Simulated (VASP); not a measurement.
# C (P6/mmm) in VASP: further runs, part 2 of 2

VASP 6.6.1. Earlier steps stand in the parts before.

## (3) Relaxation of cell and atoms, PBE

Contents of INCAR:

```
SYSTEM = C
PREC = Accurate
ENCUT = 600
EDIFF = 1E-6
ISMEAR = 0
SIGMA = 0.1
LREAL = .False.
LASPH = .True.
NELM = 100
ALGO = Normal
ISIF = 3
LWAVE = .False.
LCHARG = .False.
GGA = PE
IBRION = 2
NSW = 100
EDIFFG = -0.01
```

Contents of KPOINTS:

```
Automatic mesh
0
Gamma
  24 24 12
  0 0 0
```

Contents of POSCAR:

```
C
1.0
    2.4664980817      0.0000000000      0.0000000000
   -1.2332490409      2.1360499972      0.0000000000
    0.0000000000      0.0000000000      4.4057690703
C
2
Direct
    0.3333333333      0.6666666667      0.5000000000
    0.6666666667      0.3333333333      0.5000000000
```

Potentials or basis: VASP PAW PBE potentials, release 64 (C).

Launch:

```console
cat potpaw_PBE.64/C/POTCAR > POTCAR
mpirun -np 1 vasp_std > vasp.out
```

OUTCAR:

```text
SYSTEM = C
   PREC = Accurate
   ENCUT = 600
   EDIFF = 1E-6
   ISMEAR = 0
   LREAL = .False.
   LASPH = .True.
   NELM = 100
   ISIF = 3
   GGA = PE
   IBRION = 2
   NSW = 100
   EDIFFG = -0.01

 ion  position               nearest neighbor table
   1  0.333  0.667  0.500-   2 1.42   2 1.42   2 1.42
   2  0.667  0.333  0.500-   1 1.42   1 1.42   1 1.42

  LATTYP: Found a hexagonal cell.
 ALAT       =     2.4664980817
 C/A-ratio  =     1.7862446774

  Lattice vectors:

 A1 = (   2.4664980817,   0.0000000000,   0.0000000000)
 A2 = (  -1.2332490409,   2.1360499972,   0.0000000000)
 A3 = (   0.0000000000,   0.0000000000,   4.4057690703)

Analysis of symmetry for initial positions (statically):
=====================================================================
 Subroutine PRICEL returns:
 Original cell was already a primitive cell.

 Routine SETGRP: Setting up the symmetry group for a
 hexagonal supercell.

 Subroutine GETGRP returns: Found 24 space group operations
 (whereof 24 operations were pure point group operations)
 out of a pool of 24 trial point group operations.

The static configuration has the point symmetry D_6h.

Analysis of symmetry for dynamics (positions and initial velocities):
=====================================================================
 Subroutine PRICEL returns:
 Original cell was already a primitive cell.

 Routine SETGRP: Setting up the symmetry group for a
 hexagonal supercell.

 Subroutine GETGRP returns: Found 24 space group operations
 (whereof 24 operations were pure point group operations)
 out of a pool of 24 trial point group operations.

The dynamic configuration has the point symmetry D_6h.

 Subroutine INISYM returns: Found 24 space group operations
 (whereof 24 operations are pure point group operations),
 and found     1 'primitive' translations
[... 142 lines left out ...]
  ---------------------------------------------------
  free energy    TOTEN  =       -18.45750161 eV

  energy without entropy =      -18.45725218  energy(sigma->0) =      -18.45737689

------------------------ aborting loop because EDIFF is reached ----------------------------------------

  FORCE on cell =-STRESS in cart. coord.  units (eV):
  Direction    XX          YY          ZZ          XY          YZ          ZX
  --------------------------------------------------------------------------------------
  -------------------------------------------------------------------------------------
  Total        0.0186431      0.0186431     -0.0263232     -0.0000000      0.0000000      0.0000000
  in kB        1.2868130      1.2868130     -1.8169195     -0.0000000      0.0000000      0.0000000
  external PRESSURE =       0.2522355 kB  Pullay stress =       0.0000000 kB
[... 89 lines left out ...]
  FREE ENERGIE OF THE ION-ELECTRON SYSTEM (eV)
  ---------------------------------------------------
  free  energy   TOTEN  =       -18.4575131500 eV

  energy  without entropy=      -18.4572644846  energy(sigma->0) =      -18.45738882

[... ionic steps 4 to 28 ...]

--------------------------------------- Ionic step       29  -------------------------------------------

 number of electron       8.0000000 magnetization

------------------------ aborting loop because EDIFF is reached ----------------------------------------
[... 67 lines left out ...]
--------------------------------------- Ionic step       31  -------------------------------------------

 number of electron       8.0000000 magnetization

 Free energy of the ion-electron system (eV)
  ---------------------------------------------------
  ext. energy  EPLUGINS =         0.00000000
  ---------------------------------------------------
  free energy    TOTEN  =       -18.45862331 eV

  energy without entropy =      -18.45847399  energy(sigma->0) =      -18.45854865

 E-fermi :   3.0163     XC(G=0):  -8.9164

 val. band max:        3.0153978457   @ k =   0.3333   0.3333   0.2500
 cond. band min:       3.1004921431   @ k =   0.3333   0.3333   0.1667
 fundamental gap:      0.0850942975
 Fermi energy:         3.0163039229

 k-point     1 :       0.0000    0.0000    0.0000
  band No.  band energies     occupation
      1     -16.5181      2.00000
      2      -4.2859      2.00000
      3      -0.0275      2.00000
      4      -0.0275      2.00000
      5       6.2035      0.00000
      6      11.3126      0.00000
      7      11.3126      0.00000
      8      14.4608      0.00000
[... 243 lines left out ...]
 k-point    24 :       0.4583    0.0417    0.0000
  band No.  band energies     occupation
      1     -11.4131      2.00000
      2     -10.0207      2.00000
      3      -3.5298      2.00000
      4       0.8202      2.00000
      5       5.0453      0.00000
      6      10.5295      0.00000
      7      13.1771      0.00000
      8      14.3972      0.00000

 [... further k-points ...]

------------------------ aborting loop because EDIFF is reached ----------------------------------------

  FORCE on cell =-STRESS in cart. coord.  units (eV):
  Direction    XX          YY          ZZ          XY          YZ          ZX
  --------------------------------------------------------------------------------------
  -------------------------------------------------------------------------------------
  Total       -0.0140085     -0.0140085      0.0027343      0.0000000      0.0000000      0.0000000
  in kB       -1.0310491     -1.0310491      0.2012484      0.0000000      0.0000000      0.0000000
  external PRESSURE =      -0.6202832 kB  Pullay stress =       0.0000000 kB
[... 17 lines left out ...]
  FREE ENERGIE OF THE ION-ELECTRON SYSTEM (eV)
  ---------------------------------------------------
  free  energy   TOTEN  =       -18.4586233133 eV

  energy  without entropy=      -18.4584739855  energy(sigma->0) =      -18.45854865

 reached required accuracy - stopping structural energy minimisation
```

It took 6.5 min on 1 thread of Intel Xeon 6975P-C (Granite Rapids), shared host; peak memory 0.19 GiB.

What came out:

```yaml
Free_energy: -18.4586 eV
Relaxed_volume: 10.88 Å³/atom
Relaxed_cell: a = 2.467 Å, b = 2.467 Å, c = 4.131 Å, α = 90.00°, β = 90.00°, γ = 120.00°
Space_group_after_relaxing_to_0.1_Å: P6/mmm (No. 191)
Energy_gained_by_relaxing: 0.6 meV/atom
Ionic_steps: 31
Pressure_after_relaxing: -0.1 GPa
Band_gap_on_the_k_mesh: zero (bands 4 and 5 overlap by 0.34 eV)
```

Stress tensor (GPa, compression positive):
```
-0.10  0.00  0.00
 0.00 -0.10  0.00
 0.00  0.00  0.02
```

The path:
```
step  energy change (eV)  largest force (eV/Å)  pressure (GPa)  volume (Å³)
   1              0.0000                0.0000            0.03        23.21
   2              0.0000                0.0000           -0.26        23.22
   3              0.0000                0.0000           -0.17        23.22
   4              0.0000                0.0000           -0.17        23.21
   5             -0.0001                0.0000           -0.20        23.17
   6             -0.0001                0.0000           -0.26        23.11
   7             -0.0003                0.0000           -0.47        22.99
   8             -0.0004                0.0000           -0.83        22.74
   9             -0.0003                0.0000           -1.53        22.25
  10             -0.0004                0.0000           -1.03        22.60
  11             -0.0004                0.0000           -1.03        22.59
  12             -0.0005                0.0000           -1.01        22.58
  13             -0.0005                0.0000           -0.99        22.56
  14             -0.0005                0.0000           -0.95        22.52
  15             -0.0006                0.0000           -0.86        22.44
  16             -0.0008                0.0000           -0.78        22.28
  17             -0.0010                0.0000           -0.50        21.95
  18             -0.0011                0.0000           -0.46        21.85
  19             -0.0011                0.0000           -0.26        21.65
  20             -0.0011                0.0000           -0.41        21.73
  21             -0.0011                0.0000           -0.24        21.68
  22             -0.0011                0.0000           -0.34        21.71
  23             -0.0011                0.0000           -0.27        21.74
  24             -0.0011                0.0000           -0.24        21.74
  25             -0.0011                0.0000           -0.22        21.74
  26             -0.0011                0.0000           -0.20        21.75
  27             -0.0011                0.0000           -0.18        21.76
  28             -0.0011                0.0000           -0.12        21.78
  29             -0.0011                0.0000           -0.09        21.77
  30             -0.0011                0.0000           -0.10        21.78
  31             -0.0011                0.0000           -0.06        21.77
```

Final structure:
```cif
data_structure
_symmetry_space_group_name_H-M 'P 1'
_symmetry_Int_Tables_number 1
_cell_length_a 2.4668
_cell_length_b 2.4668
_cell_length_c 4.1306
_cell_angle_alpha 90.000
_cell_angle_beta 90.000
_cell_angle_gamma 120.000
_cell_volume 21.77
loop_
_atom_site_label
_atom_site_type_symbol
_atom_site_fract_x
_atom_site_fract_y
_atom_site_fract_z
_atom_site_occupancy
C1 C 0.33333 0.66667 0.50000 1
C2 C 0.66667 0.33333 0.50000 1
```

Caveat: this functional lacks dispersion, which binds layers or chains, so the pressure and a relaxed spacing across them are unreliable.

The gap in the log of VASP goes by the Fermi energy; the results here count the filled bands.